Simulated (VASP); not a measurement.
## C: single point with PBE

The system is C.

```
CELL_PARAMETERS angstrom
0.00000 1.78012 1.78012
1.78012 0.00000 1.78012
1.78012 1.78012 0.00000
ATOMIC_POSITIONS crystal
C 0.00000 0.00000 0.00000
C 0.25000 0.25000 0.25000
```

```
Program                : VASP 6.6.1
Task                   : single point
Functional             : PBE
Potentials or basis    : VASP PAW PBE potentials, release 64 (C)
Cutoff                 : 520 eV
k mesh                 : 2 × 2 × 2
Occupations            : gaussian, width 0.01 eV
Spin                   : no spin polarisation
Dipole correction      : no
Further INCAR settings : ALGO = Normal; EDIFF = 1e-07; NBANDS = 11
```

The pressure is 36.6 GPa and the band gap on the k mesh is 4.57 eV, indirect (least direct gap 5.51 eV).

Levels at points of the mesh, in eV from the valence-band top:
| k point | band 1 | band 2 | band 3 | band 4 | band 5 | band 6 | band 7 | band 8 |
| --- | --- | --- | --- | --- | --- | --- | --- | --- |
| (0.00, 0.00, 0.00) | -21.71 | 0.00 | 0.00 | 0.00 | 5.51 | 5.51 | 5.51 | 13.45 |
| (0.50, 0.00, 0.00) | -15.85 | -13.59 | -2.85 | -2.85 | 8.36 | 8.36 | 8.85 | 15.63 |
| (0.50, 0.50, 0.00) | -12.91 | -12.91 | -6.41 | -6.41 | 4.57 | 4.57 | 16.94 | 16.94 |

Run time: 3.1 s on 1 thread of Intel Xeon 8259CL, on a shared host, peak memory 0.11 GiB.

Caveat: the k points lie up to 1.53 Å⁻¹ apart. A k mesh can miss the band edges.
